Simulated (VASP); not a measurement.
# Si2C (Cmcm) in VASP: a series of runs

Si2C is run at these levels: PBE; tasks: single point, relaxation of cell and atoms.

Program: VASP 6.6.1. These are calculated values, not measurements. Logs are shortened: lines on timing, memory, paths and dates and some standing lists are left out, and cuts for length are marked.

**1. The cell of the first run**

The structure is orthorhombic, space group Cmcm (No. 63). Conventional cell: a = 2.921 Å, b = 9.608 Å, c = 4.755 Å, α = 90.00°, β = 90.00°, γ = 90.00°. Within 2.7 Å of Si (site symmetry m2m) lie 2 C at 2.02 Å and 5 Si at 2.45 to 2.68 Å. Within 2.7 Å of Si (site symmetry m2m) lie 4 C at 1.95 to 2.38 Å and 3 Si at 2.58 to 2.68 Å. C (site symmetry m2m) has 6 Si at 1.95 to 2.38 Å within 2.6 Å.

**2. Single point, PBE**

INCAR

```
PREC = Accurate ; ENCUT = 520
EDIFF = 1E-6 ; ISMEAR = 0
SIGMA = 0.1 ; LREAL = F
LASPH = T ; NELM = 60
ALGO = Normal ; ISIF = 2
LWAVE = F ; LCHARG = T
GGA = PE ; LELF = T
LVHAR = T ; NBANDS = 21
```

KPOINTS

```
regular mesh
0
Gamma
  6 6 4
```

POSCAR

```
Si2C
1.0
    1.4603144553     -4.8041653456      0.0000000000
    1.4603144553      4.8041653456      0.0000000000
    0.0000000000      0.0000000000      4.7546107035
Si C
4 2
Direct
   -0.0317190244      1.0317190244      0.2500000000
    0.6892809550      0.3107190450      0.2500000000
    0.3107190450      0.6892809550      0.7500000000
    1.0317190244     -0.0317190244      0.7500000000
    0.3232940604      0.6767059396      0.2500000000
    0.6767059396      0.3232940604      0.7500000000
```

Potentials or basis: VASP PAW PBE potentials, release 64 (Si, C).

Started as:

```bash
$ cat potpaw_PBE.64/Si/POTCAR potpaw_PBE.64/C/POTCAR > POTCAR
$ mpirun -np 1 vasp_std > vasp.out
```

OUTCAR:

```text
PREC = Accurate
   ENCUT = 520
   EDIFF = 1E-6
   ISMEAR = 0
   LREAL = F
   LASPH = T
   NELM = 60
   ISIF = 2
   GGA = PE

 ion  position               nearest neighbor table
   1  0.968  0.032  0.250-   5 2.02   5 2.02   4 2.45   4 2.45   2 2.58   2 2.58   2 2.68
   2  0.689  0.311  0.250-   5 1.95   5 1.95   6 2.38   6 2.38   1 2.58   1 2.58   1 2.68   3 3.02
                             3 3.02   3 3.02   3 3.02
   3  0.311  0.689  0.750-   6 1.95   6 1.95   5 2.38   5 2.38   4 2.58   4 2.58   4 2.68   2 3.02
                             2 3.02   2 3.02   2 3.02
   4  0.032  0.968  0.750-   6 2.02   6 2.02   1 2.45   1 2.45   3 2.58   3 2.58   3 2.68
   5  0.323  0.677  0.250-   2 1.95   2 1.95   1 2.02   1 2.02   3 2.38   3 2.38
   6  0.677  0.323  0.750-   3 1.95   3 1.95   4 2.02   4 2.02   2 2.38   2 2.38

  LATTYP: Found a base centered orthorhombic cell.
 ALAT       =     2.9206289106
 B/A-ratio  =     3.2898156477
 C/A-ratio  =     1.6279407104

  Lattice vectors:

 A1 = (   1.4603144553,  -4.8041653456,   0.0000000000)
 A2 = (   1.4603144553,   4.8041653456,   0.0000000000)
 A3 = (   0.0000000000,   0.0000000000,   4.7546107035)

Analysis of symmetry for initial positions (statically):
=====================================================================
 Subroutine PRICEL returns:
 Original cell was already a primitive cell.

 Routine SETGRP: Setting up the symmetry group for a
 base centered orthorhombic supercell.

 Subroutine GETGRP returns: Found  8 space group operations
 (whereof  4 operations were pure point group operations)
 out of a pool of  8 trial point group operations.

The static configuration has the point symmetry C_2h.
 The point group associated with its full space group is D_2h.

Analysis of symmetry for dynamics (positions and initial velocities):
=====================================================================
 Subroutine PRICEL returns:
 Original cell was already a primitive cell.

 Routine SETGRP: Setting up the symmetry group for a
 base centered orthorhombic supercell.

 Subroutine GETGRP returns: Found  8 space group operations
 (whereof  4 operations were pure point group operations)
 out of a pool of  8 trial point group operations.

The dynamic configuration has the point symmetry C_2h.
 The point group associated with its full space group is D_2h.

 Subroutine INISYM returns: Found  8 space group operations
 (whereof  4 operations are pure point group operations),
 and found     1 'primitive' translations

----------------------------------------------------------------------------------------
[... 101 lines left out ...]
   EDIFF  = 0.1E-05   stopping-criterion for ELM
   LREAL  =      F    real-space projection
   EDIFFG = 0.1E-04   stopping-criterion for IOM
   NSW    =      0    number of steps for IOM
   IBRION =     -1    ionic relax: 0-MD 1-quasi-New 2-CG
   NFREE  =      0    steps in history (QN), initial steepest desc. (CG)
   ISIF   =      2    stress and relaxation
   ISYM   =      2    0-nonsym 1-usesym 2-fastsym
   POTIM  = 0.5000    time-step for ionic-motion
   TEBEG  =    0.0;   TEEND  =   0.0 temperature during run
   PSTRESS=    0.0 pullay stress
   NELECT =      24.0000    total number of electrons
   NUPDOWN=      -1.0000    fix difference up-down
   EMIN   =  10.00;   EMAX   =-10.00  energy-range for DOS
   EFERMI =   0.00;   METHOD = LEGACY
   ISMEAR =     0;   SIGMA  =   0.10  broadening in eV -4-tet -1-fermi 0-gaus
   EFERMI_NEDOS =   21; number of points for ismear=-14 and -15
   IALGO  =     38    algorithm
   IMIX   =      4    mixing-type and parameters
     AMIX     =   0.40;   BMIX     =  1.00
     AMIX_MAG =   1.60;   BMIX_MAG =  1.00
  volume/ion in A,a.u.               =      11.12        75.03
  Fermi-wavevector in a.u.,A,eV,Ry     =   1.164328  2.200262 18.444882  1.355661
  Thomas-Fermi vector in A             =   2.300868
   LORBIT       =      0    0 simple, 1 ext, 2 COOP (PROOUT), +10 PAW based schemes
   GGA     = PE    functional components
   LHFCALC =     F    Hartree Fock is set to
   AEXX    =    0.0000 exact exchange contribution
   IVDW    =     0    specifies the selected vdW correction
   LEPSILON=     F    determine dielectric tensor
   LRPA    =     F    only Hartree local field effects (RPA)
 non-spin polarized calculation
 Gauss-broadening in eV      SIGMA  =   0.10
  energy-cutoff  :      520.00
  volume of cell :       66.71
 maximum number of plane-waves:      1812
 NGX is ok and might be reduce to    40
   NGX = 19   NGY = 19   NGZ = 17

 number of electron      24.0000000 magnetization

 Free energy of the ion-electron system (eV)
  ---------------------------------------------------
  ext. energy  EPLUGINS =         0.00000000
  ---------------------------------------------------
  free energy    TOTEN  =       -36.54947925 eV

  energy without entropy =      -36.54238530  energy(sigma->0) =      -36.54593228

 E-fermi :  10.5937     XC(G=0): -11.6513

 val. band max:       10.5251024849   @ k =   0.5000   0.3333   0.2500
 cond. band min:      10.6105701280   @ k =  -0.3333   0.3333   0.0000
 fundamental gap:      0.0854676431
 Fermi energy:        10.5936985984

 k-point     1 :       0.0000    0.0000    0.0000
  band No.  band energies     occupation
      1      -6.2338      2.00000
      2      -2.8012      2.00000
      3       0.3132      2.00000
      4       1.5496      2.00000
      5       1.8083      2.00000
      6       4.4438      2.00000
[... 565 lines left out ...]
     20      16.4016      0.00000
     21      17.5682      0.00000

 [... further k-points ...]
[... 5 lines left out ...]
  --------------------------------------------------------------------------------------
  -------------------------------------------------------------------------------------
  Total        0.1246893     -0.0670851      0.0935641      0.0000000      0.0000000      0.0000000
  in kB        2.9945425     -1.6111187      2.2470386      0.0000000      0.0000000      0.0000000
  external PRESSURE =       1.2101541 kB  Pullay stress =       0.0000000 kB

 VOLUME and BASIS-vectors are now :
 -----------------------------------------------------------------------------
  energy-cutoff  :      520.00
  volume of cell :       66.71
      direct lattice vectors                 reciprocal lattice vectors
     1.460314455 -4.804165346  0.000000000     0.342392009 -0.104076351  0.000000000
     1.460314455  4.804165346  0.000000000     0.342392009  0.104076351  0.000000000
     0.000000000  0.000000000  4.754610704     0.000000000  0.000000000  0.210322161

 POSITION                                       TOTAL-FORCE (eV/Angst)
 -----------------------------------------------------------------------------------
      1.46031     -4.49940      1.18865         0.000000      0.007675      0.000000
      1.46031     -1.81867      1.18865         0.000000     -0.008708      0.000000
      1.46031      1.81867      3.56596         0.000000      0.008708      0.000000
      1.46031      4.49940      3.56596         0.000000     -0.007675      0.000000
      1.46031      1.69785      1.18865         0.000000     -0.006812     -0.000000
      1.46031     -1.69785      3.56596         0.000000      0.006812     -0.000000
 -----------------------------------------------------------------------------------
    total drift:                               -0.000000     -0.000000     -0.000000

  FREE ENERGIE OF THE ION-ELECTRON SYSTEM (eV)
  ---------------------------------------------------
  free  energy   TOTEN  =       -36.5494792458 eV

  energy  without entropy=      -36.5423853050  energy(sigma->0) =      -36.54593228
```

OSZICAR:

```text
N       E                     dE             d eps       ncg     rms          rms(c)
DAV:   1     0.455078577889E+02    0.45508E+02   -0.10520E+04  1638   0.101E+03
DAV:   2    -0.349994376703E+02   -0.80507E+02   -0.77430E+02  2096   0.166E+02
DAV:   3    -0.391730608554E+02   -0.41736E+01   -0.41304E+01  2144   0.339E+01
DAV:   4    -0.392098939987E+02   -0.36833E-01   -0.36802E-01  2089   0.372E+00
DAV:   5    -0.392102157304E+02   -0.32173E-03   -0.32171E-03  2068   0.328E-01    0.116E+01
DAV:   6    -0.365039493034E+02    0.27063E+01   -0.88974E+00  1952   0.158E+01    0.539E+00
DAV:   7    -0.365653361766E+02   -0.61387E-01   -0.14210E+00  1959   0.626E+00    0.270E+00
DAV:   8    -0.365516124195E+02    0.13724E-01   -0.62808E-02  2041   0.143E+00    0.858E-01
DAV:   9    -0.365492848349E+02    0.23276E-02   -0.13473E-02  2080   0.690E-01    0.154E-01
DAV:  10    -0.365494669136E+02   -0.18208E-03   -0.11773E-03  1966   0.194E-01    0.908E-02
DAV:  11    -0.365494855415E+02   -0.18628E-04   -0.13415E-04  2027   0.645E-02    0.192E-02
DAV:  12    -0.365494792590E+02    0.62825E-05   -0.25308E-05  1977   0.263E-02    0.809E-03
DAV:  13    -0.365494792458E+02    0.13167E-07   -0.16462E-06  1251   0.750E-03
   1 F= -.36549479E+02 E0= -.36545932E+02  d E =-.709394E-02
```

stdout:

```text
POSCAR found type information on POSCAR SiC
 POSCAR found :  2 types and       6 ions
 scaLAPACK will be used
 LDA part: xc-table for (Slater+PW92), standard interpolation
 POSCAR, INCAR and KPOINTS ok, starting setup
 FFT: planning ... GRIDC
 FFT: planning ... GRID_SOFT
 FFT: planning ... GRID
 WAVECAR not read
 entering main loop
```

Wall time 57 s (1 thread of Intel Xeon Platinum 8375C at 2.90GHz (Ice Lake), shared host); peak memory 0.23 GiB.

Results:

* Free energy: -36.5495 eV
* Pressure: 0.1 GPa
* Largest force: 0.009 eV/Å
* Band gap on the k mesh: zero (bands 12 and 13 overlap by 3.96 eV)

Forces on the atoms (eV/Å):
```
Si   0.000  0.008  0.000
Si   0.000 -0.009  0.000
Si   0.000  0.009  0.000
Si   0.000 -0.008  0.000
C    0.000 -0.007  0.000
C    0.000  0.007  0.000
```

Caveat: the k points lie up to 0.37 Å⁻¹ apart, too coarse for converged energies and pressures of a metal.

**3. Single point, PBE**

This run uses another cell than the first one, of 14.40 Å³/atom.

INCAR

```
SYSTEM = Si2C
PREC     = Accurate       ! precision mode
ENCUT    = 520            ! plane-wave cutoff, eV
EDIFF    = 1E-6           ! SCF threshold, eV
ISMEAR   = 0              ! smearing method
SIGMA    = 0.1            ! smearing width, eV
LREAL    = .FALSE.        ! projectors in reciprocal space
LASPH    = .TRUE.         ! aspherical terms in the spheres
NELM     = 60             ! most SCF steps
ALGO     = Normal         ! electronic algorithm
ISIF     = 2              ! what is computed and relaxed
LWAVE    = .FALSE.        ! write WAVECAR
LCHARG   = .TRUE.         ! write CHGCAR
GGA      = PE             ! functional
LELF     = .TRUE.         ! ELF
LVHAR    = .TRUE.       
NBANDS   = 21             ! bands
```

KPOINTS

```
regular mesh
0
G
  6 6 4
  0 0 0
```

POSCAR

```
Si2C
1.0
    1.3570166900     -7.0512655800      0.0000000000
    1.3570166900      7.0512655800      0.0000000000
    0.0000000000      0.0000000000      4.5153730400
Si C
4 2
Direct
    0.1111111100      0.8888888900      0.2500000000
    0.7777777800      0.2222222200      0.2500000000
    0.2222222200      0.7777777800      0.7500000000
    0.8888888900      0.1111111100      0.7500000000
    0.4444444400      0.5555555600      0.2500000000
    0.5555555600      0.4444444400      0.7500000000
```

Potentials or basis: VASP PAW PBE potentials, release 64 (Si, C).

Started as:

```bash
$ cat potpaw_PBE.64/Si/POTCAR potpaw_PBE.64/C/POTCAR > POTCAR
$ mpirun -np 1 vasp_std > vasp.out
```

Wall time 2.4 min (1 thread of Intel Xeon Platinum 8375C at 2.90GHz (Ice Lake), shared host); peak memory 0.3 GiB.

The run converged. Its results:

| Quantity | Value |
| --- | --- |
| Free energy | -28.5351 eV |
| Pressure | -14.9 GPa |
| Largest force | 1.342 eV/Å |
| Band gap on the k mesh | zero (bands 12 and 13 overlap by 3.17 eV) |

Forces in eV/Å, atoms in the order of the input:
```
Si   0.000  1.342  0.000
Si   0.000 -0.730  0.000
Si   0.000  0.730  0.000
Si   0.000 -1.342  0.000
C    0.000  0.231  0.000
C    0.000 -0.231  0.000
```

Stress tensor (GPa, compression positive):
```
-16.16   0.00   0.00
  0.00 -18.27   0.00
  0.00   0.00 -10.38
```

Levels at points of the mesh, in eV from the Fermi level:
```tsv
k point	band 9	band 10	band 11	band 12	band 13	band 14	band 15	band 16
(0.00, 0.00, 0.00)	-3.17	-2.55	-2.39	1.65	1.91	1.91	2.69	2.77
(0.50, 0.00, 0.00)	-1.85	-1.59	-1.46	-1.45	-1.08	-0.71	-0.21	0.53
(0.50, 0.50, 0.00)	-2.34	-1.70	-1.04	0.95	1.85	1.95	2.79	3.51
(0.00, 0.00, 0.50)	-1.15	-1.15	1.19	1.19	2.41	2.41	2.52	2.52
(0.50, 0.00, 0.50)	-3.05	-3.05	-2.77	-2.77	0.35	0.35	0.88	0.88
(0.50, 0.50, 0.50)	0.67	0.67	1.94	1.94	2.39	2.39	2.98	2.98
```

Caveat: the k points lie up to 0.39 Å⁻¹ apart, too coarse for converged energies and pressures of a metal; forces of over 1 eV/Å act on the atoms, so gaps and moduli don't describe the material at rest.

**4. Relaxation of cell and atoms, PBE**

This run uses another cell than the first one, of 14.40 Å³/atom.

INCAR

```
SYSTEM = Si2C
ALGO = Normal
EDIFF = 1E-6
EDIFFG = -0.04
ENCUT = 600
GGA = PE
IBRION = 2
ISIF = 3
ISMEAR = 0
LASPH = .TRUE.
LCHARG = .FALSE.
LREAL = .FALSE.
LWAVE = .FALSE.
NELM = 60
NSW = 90
PREC = Accurate
SIGMA = 0.1
```

KPOINTS

```
k-points
0
G
  6 6 4
  0 0 0
```

POSCAR is that of step 3.

Started as:

```bash
$ cat potpaw_PBE.64/Si/POTCAR potpaw_PBE.64/C/POTCAR > POTCAR
$ mpirun -np 1 vasp_std > vasp.out
```

Run time: 56 min. Hardware: 1 thread of Intel Xeon Platinum 8375C at 2.90GHz (Ice Lake), shared host; peak memory 0.39 GiB.

Results (log left out):

* Free energy: -35.5302 eV
* Relaxed volume: 13.29 Å³/atom
* Relaxed cell: a = 4.802 Å, b = 4.802 Å, c = 6.146 Å, α = 90.00°, β = 90.00°, γ = 145.75°
* Space group after relaxing (to 0.1 Å): Cmcm (No. 63)
* Pressure after relaxing: 0.0 GPa
* Largest force after relaxing: 0.032 eV/Å
* Band gap on the k mesh: zero (bands 12 and 13 overlap by 2.42 eV)

Forces on the atoms (eV/Å):
```
Si   0.000  0.032  0.000
Si   0.000 -0.009  0.000
Si   0.000  0.009  0.000
Si   0.000 -0.032  0.000
C    0.000  0.001  0.000
C    0.000 -0.001  0.000
```

Stress tensor (GPa, compression positive):
```
 0.13  0.00  0.00
 0.00  0.06  0.00
 0.00  0.00 -0.20
```

Final structure:
```
Si C
1.0
     1.41400   -4.58879    0.00000
     1.41400    4.58879    0.00000
     0.00000    0.00000    6.14608
Si C
4 2
Direct
  0.14176 0.85824 0.25000
  0.86890 0.13110 0.25000
  0.13110 0.86890 0.75000
  0.85824 0.14176 0.75000
  0.50539 0.49461 0.25000
  0.49461 0.50539 0.75000
```

Levels at points of the mesh, in eV from the Fermi level:
```csv
k point,band 8,band 9,band 10,band 11,band 12,band 13,band 14,band 15,band 16
"(0.00, 0.00, 0.00)",-2.88,-2.52,-1.89,-0.62,-0.61,2.29,3.11,4.31,5.11
"(0.50, 0.00, 0.00)",-4.18,-3.02,-2.54,-2.51,-1.18,-0.29,0.48,0.65,2.48
"(0.50, 0.50, 0.00)",-2.82,-2.60,-2.03,-1.56,-0.10,2.75,2.81,3.23,4.55
"(0.00, 0.00, 0.50)",-4.95,-2.70,-2.70,1.17,1.17,1.44,1.44,4.45,4.45
"(0.50, 0.00, 0.50)",-5.46,-2.27,-2.27,-1.42,-1.42,0.35,0.35,1.03,1.03
"(0.50, 0.50, 0.50)",-2.80,-2.77,-2.77,-1.64,-1.64,1.34,1.34,3.86,3.86
```

Caveat: the k points lie up to 0.39 Å⁻¹ apart in the final cell, too coarse for converged energies and pressures of a metal; a cell axis changed by over 15 % at a fixed basis, so the end point is rough.

**5. The runs side by side**

```csv
task,cell,cutoff (eV),gap on the mesh (eV),pressure (GPa),largest force (eV/Å)
single point,"a = 5.021, b = 5.021, c = 4.755 Å, angles 90.0, 90.0, 146.2°, 6 atoms, atomic positions A",520,none,0.1,0.01
single point,"a = 7.181, b = 7.181, c = 4.515 Å, angles 90.0, 90.0, 158.2°, 6 atoms, atomic positions B",520,none,-14.9,1.34
relaxation of cell and atoms,"relaxed from a = 7.181, b = 7.181, c = 4.515 Å, angles 90.0, 90.0, 158.2°, 6 atoms, atomic positions B",600,none,0.0,0.03
```

Alike in all rows: level PBE; potentials or basis VASP PAW PBE potentials, release 64 (Si, C); no spin polarisation; k mesh 6 × 6 × 4; smearing gaussian 0.1 eV.

Caveats: all runs use coarse meshes; forces of over 1 eV/Å act on the atoms, so gaps and moduli don't describe the material at rest (at least some runs); a cell axis changed by over 15 % at a fixed basis, so the end point is rough (at least some runs).

Total energies depend on the potentials used, so only differences within one code and one set of settings carry meaning.
